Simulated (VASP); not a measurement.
# Al2Ru (Fddd) in VASP: further runs

The runs below take Al2Ru through single point, with LDA.

Program: VASP 6.6.1. These are calculated values, not measurements. Logs are shortened: lines on timing, memory, paths and dates and some standing lists are left out, and cuts for length are marked.

## 1. The cell of the first run

It takes space group Fddd (No. 70, orthorhombic). The conventional cell has a = 5.186 Å, b = 7.801 Å, c = 8.577 Å, α = 90.00°, β = 90.00°, γ = 90.00°. Al (site symmetry 2) has 5 Ru at 2.57 to 2.92 Å and 9 Al at 2.61 to 3.18 Å within 3.4 Å. Ru (site symmetry 222) has 10 Al at 2.57 to 2.92 Å and 4 Ru at 3.18 Å within 3.4 Å.

## 2. Single point, LDA (14.46 Å³/atom)

Input file INCAR:

```
PREC     = Accurate       # precision mode
ENCUT    = 520            # plane-wave cutoff, eV
EDIFF    = 1E-6           # SCF threshold, eV
ISMEAR   = 0              # smearing method
SIGMA    = 0.03           # smearing width, eV
LREAL    = F              # projectors in reciprocal space
LASPH    = T              # aspherical terms in the spheres
NELM     = 80             # most SCF steps
ALGO     = Normal         # electronic algorithm
ISIF     = 2              # what is computed and relaxed
LWAVE    = F              # write WAVECAR
LCHARG   = F              # write CHGCAR
GGA      = CA             # functional
NBANDS   = 29             # bands
```

Input file KPOINTS:

```
regular mesh
0
Gamma
  10 10 10
```

Input file POSCAR:

```
Al2Ru
1.0
    0.0000000000      3.9007387432      4.2883763160
    2.5929236113      0.0000000000      4.2883763160
    2.5929236113      3.9007387432      0.0000000000
Al Ru
4 2
Direct
    0.0788992938      0.4211007062      0.0788992938
    0.4211007062      0.0788992938      0.4211007062
    0.1711007062      0.8288992938      0.1711007062
    0.8288992938      0.1711007062      0.8288992938
    0.7500000000      0.7500000000      0.7500000000
    0.5000000000      0.5000000000      0.5000000000
```

Potentials or basis: VASP PAW LDA potentials, release 64 (Al, Ru_pv).

Started as:

```console
cat potpaw_LDA.64/Al/POTCAR potpaw_LDA.64/Ru_pv/POTCAR > POTCAR
mpirun -np 1 vasp_std > vasp.out
```

OUTCAR:

```text
PREC = Accurate
   ENCUT = 520
   EDIFF = 1E-6
   ISMEAR = 0
   LREAL = F
   LASPH = T
   NELM = 80
   ISIF = 2
   GGA = CA

 ion  position               nearest neighbor table
   1  0.079  0.421  0.079-   5 2.57   6 2.58   6 2.58   3 2.61   3 2.61   2 2.67   2 2.87   2 2.87
                             5 2.92   5 2.92   4 3.18   4 3.18   4 3.18   4 3.18
   2  0.421  0.079  0.421-   5 2.57   6 2.58   6 2.58   4 2.61   4 2.61   1 2.67   1 2.87   1 2.87
                             5 2.92   5 2.92   3 3.18   3 3.18   3 3.18   3 3.18
   3  0.171  0.829  0.171-   6 2.57   5 2.58   5 2.58   1 2.61   1 2.61   4 2.67   4 2.87   4 2.87
                             6 2.92   6 2.92   2 3.18   2 3.18   2 3.18   2 3.18
   4  0.829  0.171  0.829-   6 2.57   5 2.58   5 2.58   2 2.61   2 2.61   3 2.67   3 2.87   3 2.87
                             6 2.92   6 2.92   1 3.18   1 3.18   1 3.18   1 3.18
   5  0.750  0.750  0.750-   1 2.57   2 2.57   4 2.58   3 2.58   4 2.58   3 2.58   2 2.92   2 2.92
                             1 2.92   1 2.92   6 3.18   6 3.18   6 3.18   6 3.18
   6  0.500  0.500  0.500-   3 2.57   4 2.57   1 2.58   2 2.58   1 2.58   2 2.58   3 2.92   3 2.92
                             4 2.92   4 2.92   5 3.18   5 3.18   5 3.18   5 3.18

  LATTYP: Found a face centered orthorhombic cell.
 ALAT       =     5.1858472226
 B/A-ratio  =     1.5043785811
 C/A-ratio  =     1.6538768428

  Lattice vectors:

 A1 = (   0.0000000000,   3.9007387432,   4.2883763160)
 A2 = (   2.5929236113,   0.0000000000,   4.2883763160)
 A3 = (   2.5929236113,   3.9007387432,   0.0000000000)

Analysis of symmetry for initial positions (statically):
=====================================================================
 Subroutine PRICEL returns:
 Original cell was already a primitive cell.

 Routine SETGRP: Setting up the symmetry group for a
 face centered orthorhombic supercell.

 Subroutine GETGRP returns: Found  8 space group operations
 (whereof  4 operations were pure point group operations)
 out of a pool of  8 trial point group operations.

The static configuration has the point symmetry D_2 .
 The point group associated with its full space group is D_2h.

Analysis of symmetry for dynamics (positions and initial velocities):
=====================================================================
 Subroutine PRICEL returns:
 Original cell was already a primitive cell.

 Routine SETGRP: Setting up the symmetry group for a
 face centered orthorhombic supercell.

 Subroutine GETGRP returns: Found  8 space group operations
 (whereof  4 operations were pure point group operations)
 out of a pool of  8 trial point group operations.

The dynamic configuration has the point symmetry D_2 .
 The point group associated with its full space group is D_2h.

 Subroutine INISYM returns: Found  8 space group operations
 (whereof  4 operations are pure point group operations),
 and found     1 'primitive' translations

----------------------------------------------------------------------------------------

                                     Primitive cell

  volume of cell :      86.7480

  direct lattice vectors                    reciprocal lattice vectors
     0.000000000  3.900738743  4.288376316    -0.192832522  0.128180848  0.116594245
     2.592923611  0.000000000  4.288376316     0.192832522 -0.128180848  0.116594245
     2.592923611  3.900738743  0.000000000     0.192832522  0.128180848 -0.116594245

  length of vectors
     5.797062547  5.011329592  4.683910289     0.259246850  0.259246850  0.259246850

  position of ions in fractional coordinates (direct lattice)
     0.078899294  0.421100706  0.078899294
     0.421100706  0.078899294  0.421100706
     0.171100706  0.828899294  0.171100706
     0.828899294  0.171100706  0.828899294
     0.750000000  0.750000000  0.750000000
     0.500000000  0.500000000  0.500000000

  ion indices of the primitive-cell ions
   primitive index   ion index
                 1           1
                 2           2
                 3           3
                 4           4
                 5           5
                 6           6

----------------------------------------------------------------------------------------

 KPOINTS: regular mesh

Automatic generation of k-mesh.
 Grid dimensions read from file:
 generate k-points for:   10   10   10

 Generating k-lattice:

  Cartesian coordinates                     Fractional coordinates (reciprocal lattice)
    -0.019283252  0.012818085  0.011659425     0.100000000  0.000000000 -0.000000000
     0.019283252 -0.012818085  0.011659425     0.000000000  0.100000000  0.000000000
     0.019283252  0.012818085 -0.011659425    -0.000000000  0.000000000  0.100000000

  Length of vectors
     0.025924685  0.025924685  0.025924685

  Shift w.r.t. Gamma in fractional coordinates (k-lattice)
     0.000000000  0.000000000  0.000000000

 Subroutine IBZKPT returns following result:
 ===========================================

 Found    171 irreducible k-points:

 Following reciprocal coordinates:
            Coordinates               Weight
  0.000000  0.000000  0.000000      1.000000
  0.100000  0.000000  0.000000      8.000000
  0.200000  0.000000  0.000000      8.000000
  0.300000  0.000000  0.000000      8.000000
  0.400000  0.000000 -0.000000      8.000000
  0.500000  0.000000 -0.000000      4.000000
[... 16 lines left out ...]
  0.300000  0.300000  0.000000      2.000000
  0.400000  0.300000  0.000000      8.000000
 [... further k-points ...]
   k-points           NKPTS =    171   k-points in BZ     NKDIM =    171   number of bands    NBANDS=     29
   number of dos      NEDOS =    301   number of ions     NIONS =      6
   total plane-waves  NPLWV =  69120
   dimension x,y,z NGX =    48 NGY =   40 NGZ =   36
   dimension x,y,z NGXF=    96 NGYF=   80 NGZF=   72
   ions per type =               4   2
   NGX,Y,Z   is equivalent  to a cutoff of  13.77, 13.27, 12.78 a.u.
   NGXF,Y,Z  is equivalent  to a cutoff of  27.53, 26.54, 25.55 a.u.
 SYSTEM =  unknown system
   PREC   = accura    normal or accurate (medium, high low for compatibility)
   ISTART =      0    job   : 0-new  1-cont  2-samecut
   ICHARG =      2    charge: 1-file 2-atom 10-const
   ISPIN  =      1    spin polarized calculation?
   LNONCOLLINEAR =      F non collinear calculations
   LSORBIT =      F    spin-orbit coupling
   LASPH  =      T    aspherical Exc in radial PAW
   ENCUT  =  520.0 eV  38.22 Ry    6.18 a.u.  10.78  9.32  8.71*2*pi/ulx,y,z
   NELM   =     80;   NELMIN=  2; NELMDL= -5     # of ELM steps
   EDIFF  = 0.1E-05   stopping-criterion for ELM
   LREAL  =      F    real-space projection
[... 7 lines left out ...]
   TEBEG  =    0.0;   TEEND  =   0.0 temperature during run
   PSTRESS=    0.0 pullay stress
   NELECT =      40.0000    total number of electrons
   NUPDOWN=      -1.0000    fix difference up-down
   EMIN   =  10.00;   EMAX   =-10.00  energy-range for DOS
   EFERMI =   0.00;   METHOD = LEGACY
   ISMEAR =     0;   SIGMA  =   0.03  broadening in eV -4-tet -1-fermi 0-gaus
   EFERMI_NEDOS =   21; number of points for ismear=-14 and -15
   IALGO  =     38    algorithm
   IMIX   =      4    mixing-type and parameters
     AMIX     =   0.40;   BMIX     =  1.00
     AMIX_MAG =   1.60;   BMIX_MAG =  1.00
  volume/ion in A,a.u.               =      14.46        97.57
  Fermi-wavevector in a.u.,A,eV,Ry     =   1.264761  2.390051 21.764144  1.599619
  Thomas-Fermi vector in A             =   2.398049
   LORBIT       =      0    0 simple, 1 ext, 2 COOP (PROOUT), +10 PAW based schemes
   GGA     = CA    functional components
   LHFCALC =     F    Hartree Fock is set to
   AEXX    =    0.0000 exact exchange contribution
   IVDW    =     0    specifies the selected vdW correction
   LEPSILON=     F    determine dielectric tensor
   LRPA    =     F    only Hartree local field effects (RPA)
 non-spin polarized calculation
 Gauss-broadening in eV      SIGMA  =   0.03
  energy-cutoff  :      520.00
  volume of cell :       86.75
 maximum number of plane-waves:      2355
 NGX is ok and might be reduce to    48
   NGX = 21   NGY = 19   NGZ = 17

 number of electron      39.9999997 magnetization

 Free energy of the ion-electron system (eV)
  ---------------------------------------------------
  ext. energy  EPLUGINS =         0.00000000
  ---------------------------------------------------
  free energy    TOTEN  =       -41.54851969 eV

  energy without entropy =      -41.54851969  energy(sigma->0) =      -41.54851969

 E-fermi :   9.7546     XC(G=0): -11.8679

 val. band max:        9.5697823044   @ k =   0.2000   0.2000   0.0000
 cond. band min:       9.8738362269   @ k =   0.0000   0.4000   0.4000
 fundamental gap:      0.3040539225
 Fermi energy:         9.7546267269

 k-point     1 :       0.0000    0.0000    0.0000
  band No.  band energies     occupation
      1     -32.5538      2.00000
      2     -32.4889      2.00000
      3     -32.4749      2.00000
      4     -32.4674      2.00000
      5     -32.4564      2.00000
      6     -32.4213      2.00000
[... 21 lines left out ...]
     28      13.1304      0.00000
     29      14.3727      0.00000

 k-point     2 :       0.1000    0.0000    0.0000
  band No.  band energies     occupation
      1     -32.5530      2.00000
      2     -32.4910      2.00000
      3     -32.4772      2.00000
      4     -32.4642      2.00000
      5     -32.4559      2.00000
      6     -32.4217      2.00000
[... 21 lines left out ...]
     28      13.7184      0.00000
     29      14.6630      0.00000

 k-point     3 :       0.2000    0.0000    0.0000
  band No.  band energies     occupation
      1     -32.5507      2.00000
      2     -32.4961      2.00000
      3     -32.4804      2.00000
      4     -32.4593      2.00000
      5     -32.4544      2.00000
      6     -32.4229      2.00000
[... 638 lines left out ...]
      5     -32.4428      2.00000
      6     -32.4232      2.00000
[... 21 lines left out ...]
     28      14.4534      0.00000
     29      14.8349      0.00000

 k-point    24 :       0.4000    0.3000    0.0000
  band No.  band energies     occupation
      1     -32.5319      2.00000
      2     -32.4987      2.00000
      3     -32.4892      2.00000
      4     -32.4811      2.00000
      5     -32.4396      2.00000
      6     -32.4247      2.00000
[... 21 lines left out ...]
     28      14.7361      0.00000
     29      15.4642      0.00000

 [... further k-points ...]

------------------------ aborting loop because EDIFF is reached ----------------------------------------

  FORCE on cell =-STRESS in cart. coord.  units (eV):
  Direction    XX          YY          ZZ          XY          YZ          ZX
  --------------------------------------------------------------------------------------
  -------------------------------------------------------------------------------------
  Total      -15.1335777      0.2690525     -1.9626574      0.0000000      0.0000000      0.0000000
  in kB     -279.5070224      4.9692183    -36.2489653      0.0000000      0.0000000      0.0000000
  external PRESSURE =    -103.5955898 kB  Pullay stress =       0.0000000 kB

 VOLUME and BASIS-vectors are now :
 -----------------------------------------------------------------------------
  energy-cutoff  :      520.00
  volume of cell :       86.75
      direct lattice vectors                 reciprocal lattice vectors
     0.000000000  3.900738743  4.288376316    -0.192832522  0.128180848  0.116594245
     2.592923611  0.000000000  4.288376316     0.192832522 -0.128180848  0.116594245
     2.592923611  3.900738743  0.000000000     0.192832522  0.128180848 -0.116594245

 POSITION                                       TOTAL-FORCE (eV/Angst)
 -----------------------------------------------------------------------------------
      1.29646      0.61553      2.14419         0.000000     -0.612400      0.000000
      1.29646      3.28521      2.14419         0.000000      0.612400      0.000000
      2.59292      1.33484      4.28838        -0.000000      0.612400      0.000000
      2.59292      6.46664      4.28838        -0.000000     -0.612400      0.000000
      3.88939      5.85111      6.43256        -0.000000      0.000000     -0.000000
      2.59292      3.90074      4.28838         0.000000      0.000000      0.000000
 -----------------------------------------------------------------------------------
    total drift:                               -0.000000     -0.000000     -0.000000

  FREE ENERGIE OF THE ION-ELECTRON SYSTEM (eV)
  ---------------------------------------------------
  free  energy   TOTEN  =       -41.5485196899 eV

  energy  without entropy=      -41.5485196899  energy(sigma->0) =      -41.54851969
```

Run time: 3.2 min. Hardware: 1 thread of Intel Xeon 6975P-C (Granite Rapids), shared host; peak memory 0.45 GiB.

What came out:

- Free energy: -41.5485 eV
- Pressure: -10.4 GPa
- Largest force: 0.612 eV/Å
- Band gap on the k mesh: 0.30 eV (least direct gap 1.03 eV)

Forces in eV/Å, atoms in the order of the input:
```
Al   0.000 -0.612  0.000
Al   0.000  0.612  0.000
Al   0.000  0.612  0.000
Al   0.000 -0.612  0.000
Ru   0.000  0.000  0.000
Ru   0.000  0.000  0.000
```

Levels at points of the mesh, in eV from the valence-band top:
```csv
k point,band 17,band 18,band 19,band 20,band 21,band 22,band 23,band 24
"(0.00, 0.00, 0.00)",-2.10,-0.84,-0.27,-0.11,1.15,2.37,2.46,2.49
"(0.50, 0.00, 0.00)",-1.77,-1.50,-0.77,-0.44,0.59,1.11,1.81,3.20
"(0.50, 0.50, 0.00)",-1.36,-1.36,-0.89,-0.89,1.79,1.79,3.07,3.07
"(0.50, 0.00, 0.50)",-1.74,-1.74,-0.99,-0.99,2.03,2.03,2.28,2.28
"(0.00, 0.50, 0.50)",-1.88,-1.88,-0.80,-0.80,0.35,0.35,4.55,4.55
```

Caveat: the cell stands under tension. A k mesh can miss the band edges.

(Part 1 of 3 ends here.)
